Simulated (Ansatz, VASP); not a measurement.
**In4O in VASP and in Ansatz**

File INCAR:

```
SYSTEM = In4O
PREC = Accurate ; ENCUT = 520
EDIFF = 1E-7 ; ISMEAR = 0
SIGMA = 0.1 ; LREAL = .FALSE.
LASPH = .TRUE. ; NELM = 150
ALGO = Normal ; ISIF = 2
LWAVE = .FALSE. ; LCHARG = .FALSE.
ISPIN = 2 ; MAGMOM = 0 0 0 0 1
LORBIT = 11 ; GGA = PE
NBANDS = 41
```

The input KPOINTS:

```
Automatic mesh
0
G
  4 4 4
  0 0 0
```

POSCAR

```
In4O
1.0
    4.3593171949      0.0000000000      0.0000000000
    0.0000000000      4.3593171949      0.0000000000
    0.0000000000      0.0000000000      6.5054135030
In O
4 1
Direct
    0.0000000000      0.5000000000      0.7538022480
    0.5000000000      0.0000000000      0.7538022480
    0.0000000000      0.5000000000      0.2461977520
    0.5000000000      0.0000000000      0.2461977520
    0.0000000000      0.0000000000      0.0000000000
```

Input for Ansatz:

```yaml
crystal:
  lattice:
    - [4.3593171949, 0.0, 0.0]
    - [0.0, 4.3593171949, 0.0]
    - [0.0, 0.0, 6.505413503]
  atoms:
    - { symbol: In, position: [0.0, 0.5, 0.753802248] }
    - { symbol: In, position: [0.5, 0.0, 0.753802248] }
    - { symbol: In, position: [0.0, 0.5, 0.246197752] }
    - { symbol: In, position: [0.5, 0.0, 0.246197752] }
    - { symbol: O, position: [0.0, 0.0, 0.0], spin: 1.0 }
basis:
  ecutwfc: 420
kpoints:
  mp_grid: { grid: [4, 4, 4] }
hamiltonian:
  xc: pbe
scf:
  occupations: { method: gaussian, width: 0.1 }
  lower_state_search: "off"
output:
  forces: true
  stress: true
  eigenvalues: true
  populations: true
magnetization:
  spin_polarized: true
```

Alike in both runs: task single point; functional PBE; k mesh 4 × 4 × 4; occupations gaussian, width 0.1 eV; collinear spin.

```csv
,VASP,Ansatz
version,VASP 6.6.1,Ansatz 0.2.0
potentials or method,"VASP PAW PBE potentials, release 64 (In_d, O), cutoff 520 eV","scalar-relativistic, plane waves, PAW"
valence electrons in the cell,58,58
```

|  | VASP | Ansatz | Ansatz less VASP |
| --- | --- | --- | --- |
| gap on the k mesh at the Fermi level (eV) | none | none | - |
| pressure (GPa) | 0.1 | 0.2 | +0.03 |
| traceless stress, the component that is largest in VASP (GPa) | -0.15 | -0.14 | +0.011 |
| rms of the force components (eV/Å) | 0.004 | 0.007 | +0.0026 |
| net moment per atom (μB) | 0.00 | 0.00 | 0.000 |

Atom by atom the forces differ by 0.003 eV/Å (rms over components). A gap of «none» marks a metal or a gap that the smearing closes. Ansatz's warnings: seeded moment not kept.

The k mesh is coarse, so the values compare programs but aren't converged.
